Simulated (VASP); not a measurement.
Runs of VASP 6.6.1 on Ta2H3. The structure is that of space group P4/mmm (No. 123), or close to it. The cells are those of the table. 

```csv
task,cell,k mesh,cutoff (eV),gap on the mesh (eV),pressure (GPa),relaxed volume (Å³/atom)
single point,"a = 3.870, b = 3.870, c = 3.372 Å, 5 atoms",4 × 4 × 6,520,none,0.1,-
relaxation of cell and atoms,"relaxed from a = 3.897, b = 3.897, c = 3.341 Å, 5 atoms",4 × 4 × 6,600,none,0.0,10.11
single point,"a = 3.897, b = 3.897, c = 3.341 Å, 5 atoms",6 × 6 × 4,520,none,0.1,-
relaxation of cell and atoms,"relaxed from a = 3.870, b = 3.870, c = 3.372 Å, 5 atoms",10 × 10 × 12,600,none,0.1,(a)
single point,"a = 3.885, b = 3.885, c = 3.355 Å, 5 atoms",10 × 10 × 12,520,none,0.1,-
```

Alike in all rows: level PBE; potentials or basis VASP PAW PBE potentials, release 64 (Ta_pv, H); no spin polarisation; smearing gaussian 0.1 eV.

Question: Fill in the values left out.

Answer: (a) 10.14.

Caveats: some runs use coarse meshes; spin-orbit coupling is left out, which moves the levels of the heavy elements.

A k mesh can miss the band edges, and the runs leave out spin-orbit coupling on Ta.

A gap of «none» marks levels without a gap at the run's occupations.
